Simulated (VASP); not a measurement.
# Ni (Fm-3m) in VASP: single point with LDA

Aim: the single point of Ni with LDA.

All numbers are computed with VASP 6.6.1; they aren't measurements. Logs are shortened: lines on timing, memory, paths and dates and some standing lists are left out, and cuts for length are marked.

## (1) The cell of the first run

It takes space group Fm-3m (No. 225, cubic). Conventional cell: a = 3.594 Å, b = 3.594 Å, c = 3.594 Å, α = 90.00°, β = 90.00°, γ = 90.00°. Within 3.4 Å of Ni (site symmetry m-3m) lie 12 Ni at 2.54 Å.

## (2) Single point, LDA, collinear spin, ferromagnetic start (11.60 Å³/atom)

The input, INCAR:

```
SYSTEM = Ni
ALGO     = Normal         ! electronic algorithm
EDIFF    = 1E-6           ! SCF threshold, eV
ENCUT    = 520            ! plane-wave cutoff, eV
ISIF     = 2              ! what is computed and relaxed
ISMEAR   = -1             ! smearing method
ISPIN    = 2              ! spin polarisation
LASPH    = .True.         ! aspherical terms in the spheres
LCHARG   = .False.        ! write CHGCAR
LMAXMIX  = 4              ! l up to which the mixer works
LORBIT   = 11             ! projections on sites
LREAL    = .False.        ! projectors in reciprocal space
LWAVE    = .False.        ! write WAVECAR
MAGMOM   = 1.5            ! initial moments
NBANDS   = 15             ! bands
NELM     = 150            ! most SCF steps
PREC     = Accurate       ! precision mode
SIGMA    = 0.05           ! smearing width, eV
```

The input, KPOINTS:

```
k-points
0
Gamma
  20 20 20
  0 0 0
```

The input, POSCAR:

```
Ni
1.0
    0.0000000000      1.7969379390      1.7969379390
    1.7969379390      0.0000000000      1.7969379390
    1.7969379390      1.7969379390      0.0000000000
Ni
1
Direct
    0.0000000000      0.0000000000      0.0000000000
```

Potentials or basis: VASP PAW LDA potentials, release 64 (Ni).

Run with:

```bash
> cat potpaw_LDA.64/Ni/POTCAR > POTCAR
> mpirun -np 1 vasp_std > vasp.out
```

OUTCAR:

```text
SYSTEM = Ni
   EDIFF = 1E-6
   ENCUT = 520
   ISIF = 2
   ISMEAR = -1
   ISPIN = 2
   LASPH = .True.
   LORBIT = 11
   LREAL = .False.
   NELM = 150
   PREC = Accurate

 ion  position               nearest neighbor table
   1  0.000  0.000  0.000-

  LATTYP: Found a face centered cubic cell.
 ALAT       =     3.5938758780

  Lattice vectors:

 A1 = (   0.0000000000,   1.7969379390,   1.7969379390)
 A2 = (   1.7969379390,   0.0000000000,   1.7969379390)
 A3 = (   1.7969379390,   1.7969379390,   0.0000000000)

Analysis of symmetry for initial positions (statically):
=====================================================================
 Subroutine PRICEL returns:
 Original cell was already a primitive cell.

 Routine SETGRP: Setting up the symmetry group for a
 face centered cubic supercell.

 Subroutine GETGRP returns: Found 48 space group operations
 (whereof 48 operations were pure point group operations)
 out of a pool of 48 trial point group operations.

The static configuration has the point symmetry O_h .

Analysis of symmetry for dynamics (positions and initial velocities):
=====================================================================
 Subroutine PRICEL returns:
 Original cell was already a primitive cell.

 Routine SETGRP: Setting up the symmetry group for a
 face centered cubic supercell.

 Subroutine GETGRP returns: Found 48 space group operations
 (whereof 48 operations were pure point group operations)
 out of a pool of 48 trial point group operations.

The dynamic configuration has the point symmetry O_h .

Analysis of structural, dynamic, and magnetic symmetry:
=====================================================================
 Subroutine PRICEL returns:
 Original cell was already a primitive cell.

 Routine SETGRP: Setting up the symmetry group for a
 face centered cubic supercell.

 Subroutine GETGRP returns: Found 48 space group operations
 (whereof 48 operations were pure point group operations)
 out of a pool of 48 trial point group operations.

The overall configuration has the point symmetry O_h .

 Subroutine INISYM returns: Found 48 space group operations
 (whereof 48 operations are pure point group operations),
 and found     1 'primitive' translations

----------------------------------------------------------------------------------------

                                     Primitive cell

  volume of cell :      11.6046

  direct lattice vectors                    reciprocal lattice vectors
     0.000000000  1.796937939  1.796937939    -0.278251123  0.278251123  0.278251123
     1.796937939  0.000000000  1.796937939     0.278251123 -0.278251123  0.278251123
     1.796937939  1.796937939  0.000000000     0.278251123  0.278251123 -0.278251123

  length of vectors
     2.541254004  2.541254004  2.541254004     0.481945083  0.481945083  0.481945083

  position of ions in fractional coordinates (direct lattice)
     0.000000000  0.000000000  0.000000000

  ion indices of the primitive-cell ions
   primitive index   ion index
                 1           1

----------------------------------------------------------------------------------------

 KPOINTS: k-points

Automatic generation of k-mesh.
 Grid dimensions read from file:
 generate k-points for:   20   20   20

 Generating k-lattice:

  Cartesian coordinates                     Fractional coordinates (reciprocal lattice)
    -0.013912556  0.013912556  0.013912556     0.050000000  0.000000000  0.000000000
     0.013912556 -0.013912556  0.013912556     0.000000000  0.050000000  0.000000000
     0.013912556  0.013912556 -0.013912556     0.000000000  0.000000000  0.050000000

  Length of vectors
     0.024097254  0.024097254  0.024097254

  Shift w.r.t. Gamma in fractional coordinates (k-lattice)
     0.000000000  0.000000000  0.000000000

 Subroutine IBZKPT returns following result:
 ===========================================

 Found    256 irreducible k-points:

 Following reciprocal coordinates:
            Coordinates               Weight
  0.000000  0.000000  0.000000      1.000000
  0.050000  0.000000  0.000000      8.000000
  0.100000  0.000000  0.000000      8.000000
  0.150000  0.000000  0.000000      8.000000
  0.200000  0.000000  0.000000      8.000000
  0.250000  0.000000  0.000000      8.000000
[... 16 lines left out ...]
 -0.400000  0.050000  0.000000     24.000000
 -0.350000  0.050000  0.000000     24.000000
 [... further k-points ...]
   k-points           NKPTS =    256   k-points in BZ     NKDIM =    256   number of bands    NBANDS=     15
   number of dos      NEDOS =    301   number of ions     NIONS =      1
   total plane-waves  NPLWV =   8000
   dimension x,y,z NGX =    20 NGY =   20 NGZ =   20
   dimension x,y,z NGXF=    40 NGYF=   40 NGZF=   40
   ions per type =               1
   NGX,Y,Z   is equivalent  to a cutoff of  13.08, 13.08, 13.08 a.u.
   NGXF,Y,Z  is equivalent  to a cutoff of  26.17, 26.17, 26.17 a.u.
 SYSTEM =  Ni
   PREC   = accura    normal or accurate (medium, high low for compatibility)
   ISTART =      0    job   : 0-new  1-cont  2-samecut
   ICHARG =      2    charge: 1-file 2-atom 10-const
   ISPIN  =      2    spin polarized calculation?
   LNONCOLLINEAR =      F non collinear calculations
   LSORBIT =      F    spin-orbit coupling
   LASPH  =      T    aspherical Exc in radial PAW
   ENCUT  =  520.0 eV  38.22 Ry    6.18 a.u.   4.73  4.73  4.73*2*pi/ulx,y,z
   NELM   =    150;   NELMIN=  2; NELMDL= -5     # of ELM steps
   EDIFF  = 0.1E-05   stopping-criterion for ELM
   LREAL  =      F    real-space projection
   EDIFFG = 0.1E-04   stopping-criterion for IOM
   NSW    =      0    number of steps for IOM
   IBRION =     -1    ionic relax: 0-MD 1-quasi-New 2-CG
   NFREE  =      0    steps in history (QN), initial steepest desc. (CG)
   ISIF   =      2    stress and relaxation
   ISYM   =      2    0-nonsym 1-usesym 2-fastsym
   POTIM  = 0.5000    time-step for ionic-motion
   TEBEG  =    0.0;   TEEND  =   0.0 temperature during run
   PSTRESS=    0.0 pullay stress
   NELECT =      10.0000    total number of electrons
   NUPDOWN=      -1.0000    fix difference up-down
   EMIN   =  10.00;   EMAX   =-10.00  energy-range for DOS
   EFERMI =   0.00;   METHOD = LEGACY
   ISMEAR =    -1;   SIGMA  =   0.05  broadening in eV -4-tet -1-fermi 0-gaus
   EFERMI_NEDOS =   21; number of points for ismear=-14 and -15
   IALGO  =     38    algorithm
   IMIX   =      4    mixing-type and parameters
     AMIX     =   0.40;   BMIX     =  1.00
     AMIX_MAG =   1.60;   BMIX_MAG =  1.00
  volume/ion in A,a.u.               =      11.60        78.31
  Fermi-wavevector in a.u.,A,eV,Ry     =   1.557872  2.943951 33.020863  2.426965
  Thomas-Fermi vector in A             =   2.661459
   LORBIT       =     11    0 simple, 1 ext, 2 COOP (PROOUT), +10 PAW based schemes
   GGA     = CA    functional components
   LHFCALC =     F    Hartree Fock is set to
   AEXX    =    0.0000 exact exchange contribution
   IVDW    =     0    specifies the selected vdW correction
   LEPSILON=     F    determine dielectric tensor
   LRPA    =     F    only Hartree local field effects (RPA)
 spin polarized calculation
  energy-cutoff  :      520.00
  volume of cell :       11.60
 maximum number of plane-waves:       331
   NGX =  9   NGY =  9   NGZ =  9

 number of electron      10.0000000 magnetization       1.5000000

 number of electron       9.9999991 magnetization       0.6179368

 Free energy of the ion-electron system (eV)
  ---------------------------------------------------
  ext. energy  EPLUGINS =         0.00000000
  ---------------------------------------------------
  free energy    TOTEN  =        -6.44033334 eV

  energy without entropy =       -6.42395466  energy(sigma->0) =       -6.43214400

 E-fermi :   8.1332     XC(G=0): -13.2342

 val. band max:        8.1328462298   @ k =  -0.4500   0.5000   0.0500
 cond. band min:       8.1378221840   @ k =   0.3500   0.1500   0.0500
 fundamental gap:      0.0049759543
 Fermi energy:         8.1332178094

 spin component 1

 k-point     1 :       0.0000    0.0000    0.0000
  band No.  band energies     occupation
      1      -0.4064      1.00000
      2       5.9399      1.00000
      3       5.9399      1.00000
      4       5.9399      1.00000
      5       6.9885      1.00000
      6       6.9885      1.00000
      7      31.3812      0.00000
      8      34.6201      0.00000
      9      34.6201      0.00000
     10      34.6201      0.00000
     11      37.4098      0.00000
     12      37.4098      0.00000
     13      37.4098      0.00000
     14      40.7272      0.00000
     15      46.0210      0.00000
[... 397 lines left out ...]
 k-point    24 :      -0.3500    0.0500    0.0000
  band No.  band energies     occupation
      1       3.3162      1.00000
      2       6.0085      1.00000
      3       6.0576      1.00000
      4       6.1811      1.00000
      5       7.3113      1.00000
      6       7.6327      0.99996
      7      16.8167      0.00000
      8      29.1172      0.00000
      9      31.3277      0.00000
     10      32.7598      0.00000
     11      34.9987      0.00000
     12      36.7298      0.00000
     13      40.6523      0.00000
     14      47.0079      0.00000
     15      48.7005      0.00000

 [... further k-points ...]

 spin component 2

 k-point     1 :       0.0000    0.0000    0.0000
  band No.  band energies     occupation
      1      -0.3704      1.00000
      2       6.5687      1.00000
      3       6.5687      1.00000
      4       6.5687      1.00000
      5       7.5694      0.99999
      6       7.5694      0.99999
      7      31.3531      0.00000
      8      34.6725      0.00000
      9      34.6725      0.00000
     10      34.6725      0.00000
     11      37.5659      0.00000
     12      37.5659      0.00000
     13      37.5659      0.00000
     14      40.6951      0.00000
     15      46.1745      0.00000
[... 397 lines left out ...]
 k-point    24 :      -0.3500    0.0500    0.0000
  band No.  band energies     occupation
      1       3.5373      1.00000
      2       6.5314      1.00000
      3       6.5903      1.00000
      4       6.6361      1.00000
      5       7.9569      0.97143
      6       8.2517      0.08550
      7      17.0587      0.00000
      8      29.1858      0.00000
      9      31.3671      0.00000
     10      32.8862      0.00000
     11      35.1091      0.00000
     12      36.8254      0.00000
     13      40.7709      0.00000
     14      47.1166      0.00000
     15      48.8691      0.00000

 [... further k-points ...]
[... 5 lines left out ...]
  --------------------------------------------------------------------------------------
  -------------------------------------------------------------------------------------
  Total       -1.8563634     -1.8563634     -1.8563634      0.0000000      0.0000000      0.0000000
  in kB     -256.2974906   -256.2974906   -256.2974906      0.0000000      0.0000000      0.0000000
  external PRESSURE =    -256.2974906 kB  Pullay stress =       0.0000000 kB

 VOLUME and BASIS-vectors are now :
 -----------------------------------------------------------------------------
  energy-cutoff  :      520.00
  volume of cell :       11.60
      direct lattice vectors                 reciprocal lattice vectors
     0.000000000  1.796937939  1.796937939    -0.278251123  0.278251123  0.278251123
     1.796937939  0.000000000  1.796937939     0.278251123 -0.278251123  0.278251123
     1.796937939  1.796937939  0.000000000     0.278251123  0.278251123 -0.278251123

 POSITION                                       TOTAL-FORCE (eV/Angst)
 -----------------------------------------------------------------------------------
      0.00000      0.00000      0.00000        -0.000000      0.000000     -0.000000
 -----------------------------------------------------------------------------------
    total drift:                               -0.000000     -0.000000     -0.000000

  FREE ENERGIE OF THE ION-ELECTRON SYSTEM (eV)
  ---------------------------------------------------
  free  energy   TOTEN  =        -6.4403333398 eV

  energy  without entropy=       -6.4239546596  energy(sigma->0) =       -6.43214400

 total charge

# of ion       s       p       d       tot
------------------------------------------
    1        0.473   0.441   8.299   9.214

 magnetization (x)

# of ion       s       p       d       tot
------------------------------------------
    1       -0.005  -0.018   0.650   0.627
```

Wall time 52 s (1 thread of AMD EPYC 9R45 (Zen 5), shared host); peak memory 0.14 GiB.

Results:

| Quantity | Value |
| --- | --- |
| Free energy | -6.4403 eV |
| Pressure | -25.6 GPa |
| Net moment | 0.62 μB per cell |
| Site moments | Ni +0.63 μB |
| Valence electrons inside the program's atomic spheres | Ni 9.21 |

Levels at points of the mesh, in eV from the Fermi level:
Spin up:
```
           k point  band 1  band 2  band 3  band 4  band 5  band 6  band 7  band 8  band 9  band 10
(0.00, 0.00, 0.00)   -8.54   -2.19   -2.19   -2.19   -1.14   -1.14   23.25   26.49   26.49    26.49
(0.50, 0.00, 0.00)   -4.45   -2.19   -2.19   -0.53   -0.53   -0.13    5.27   21.80   23.46    23.46
(0.50, 0.50, 0.00)   -4.24   -3.80   -0.49   -0.39   -0.39    2.43    8.71   14.19   14.19    19.03
```
Spin down:
```tsv
k point	band 3	band 4	band 5	band 6	band 7	band 8
(0.00, 0.00, 0.00)	-1.56	-1.56	-0.56	-0.56	23.22	26.54
(0.50, 0.00, 0.00)	-1.62	-0.11	0.14	0.14	5.65	21.76
(0.50, 0.50, 0.00)	0.11	0.32	0.32	2.47	8.98	14.25
```

Caveat: the cell stands under tension.
